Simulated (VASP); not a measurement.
The system is NbTe.

```
Nb Te
1.0
     0.00000    2.95572    2.95572
     2.95572    0.00000    2.95572
     2.95572    2.95572    0.00000
Nb Te
1 1
Cartesian
  2.9557 2.9557 2.9557
  0.0000 0.0000 0.0000
```

Base run:

- Program: VASP 6.6.1
- Functional: r2SCAN
- Potentials or basis: VASP PAW PBE potentials, release 64 (Nb_sv, Te)
- Cutoff: 520 eV
- k mesh: 10 × 10 × 10
- Occupations: gaussian, width 0.05 eV
- Spin: collinear spin
- Starting moments: [0.5, 0.0] μB

Its results: pressure 0.0 GPa.

Task: The run is repeated on the same cell with these changes: spin from collinear spin to no spin polarisation; further incar settings from ALGO = Normal; EDIFF = 1e-06; NBANDS = 20 to ALGO = Normal; EDIFF = 1e-06; NBANDS = 16. What comes out?

Result: Pressure -9.6 GPa.

Caveats: the PAW data sets were made with another functional, which shifts forces and pressure a little; the cell stands under tension (at least some runs).
